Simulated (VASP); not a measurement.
## Zr3MoS: single point with PBE

Zr3MoS:

```
CELL_PARAMETERS angstrom
3.47821 0.00000 0.00000
0.00000 3.47821 0.00000
0.00000 0.00000 8.38580
ATOMIC_POSITIONS crystal
Zr 0.00000 0.00000 0.32448
Zr 0.00000 0.00000 0.69449
Zr 0.50000 0.50000 0.94857
Mo 0.50000 0.50000 0.51148
S 0.00000 0.00000 0.02099
```

| Property | Result |
| --- | --- |
| Program | VASP 6.6.1 |
| Task | single point |
| Functional | PBE |
| Potentials or basis | VASP PAW PBE potentials, release 64 (Zr_sv, Mo_sv, S) |
| Cutoff | 520 eV |
| k mesh | 6 × 6 × 2 |
| Occupations | gaussian, width 0.1 eV |
| Spin | collinear spin |
| Starting moments | [0.0, 0.0, 0.0, 1.0, 0.0] μB |

```yaml
Pressure: 0.1 GPa
Largest_force: 0.027 eV/Å
Band_gap_on_the_k_mesh: zero (filled and empty bands overlap)
Net_moment: 0.00 μB per cell
Valence_electrons_inside_the_program's_atomic_spheres: Zr 9.79, 9.83, 9.87; Mo 12.42; S 3.81
```

Forces in eV/Å, atoms in the order of the input:
```
Zr   0.000  0.000  0.014
Zr   0.000  0.000  0.027
Zr   0.000  0.000 -0.021
Mo   0.000  0.000 -0.008
S    0.000  0.000 -0.013
```

Stress tensor (GPa, compression positive):
```
0.07 0.00 0.00
0.00 0.07 0.00
0.00 0.00 0.22
```

Levels at points of the mesh, in eV from the Fermi level:
Spin up:
| k point | band 26 | band 27 | band 28 | band 29 | band 30 | band 31 |
| --- | --- | --- | --- | --- | --- | --- |
| (0.00, 0.00, 0.00) | -0.13 | 0.10 | 0.23 | 0.23 | 0.88 | 0.93 |
| (0.50, 0.00, 0.00) | -0.96 | -0.84 | -0.05 | 1.20 | 1.21 | 1.42 |
| (0.50, 0.50, 0.00) | -1.01 | -0.85 | -0.03 | -0.03 | 2.08 | 2.31 |
| (0.00, 0.00, 0.50) | 0.12 | 0.17 | 0.29 | 0.29 | 0.71 | 0.71 |
| (0.50, 0.00, 0.50) | -0.90 | -0.72 | 0.15 | 0.82 | 0.92 | 1.50 |
| (0.50, 0.50, 0.50) | -1.03 | -1.03 | 0.27 | 0.27 | 2.18 | 2.31 |
Spin down:
| k point | band 25 | band 26 | band 27 | band 28 | band 29 | band 30 | band 31 | band 32 |
| --- | --- | --- | --- | --- | --- | --- | --- | --- |
| (0.00, 0.00, 0.00) | -2.24 | -0.13 | 0.10 | 0.23 | 0.23 | 0.88 | 0.93 | 0.93 |
| (0.50, 0.00, 0.00) | -1.11 | -0.96 | -0.84 | -0.05 | 1.20 | 1.21 | 1.42 | 2.11 |
| (0.50, 0.50, 0.00) | -1.01 | -1.01 | -0.85 | -0.03 | -0.03 | 2.08 | 2.31 | 2.41 |
| (0.00, 0.00, 0.50) | -2.32 | 0.12 | 0.17 | 0.29 | 0.29 | 0.71 | 0.71 | 0.84 |
| (0.50, 0.00, 0.50) | -1.22 | -0.90 | -0.72 | 0.15 | 0.82 | 0.92 | 1.50 | 2.30 |
| (0.50, 0.50, 0.50) | -1.40 | -1.03 | -1.03 | 0.27 | 0.27 | 2.18 | 2.31 | 2.50 |

It took 7.4 min on 1 thread of Intel Xeon 8259CL (shared host), peak memory 0.33 GiB.

Caveat: the k points lie up to 0.37 Å⁻¹ apart, too coarse for converged energies and pressures of a metal.
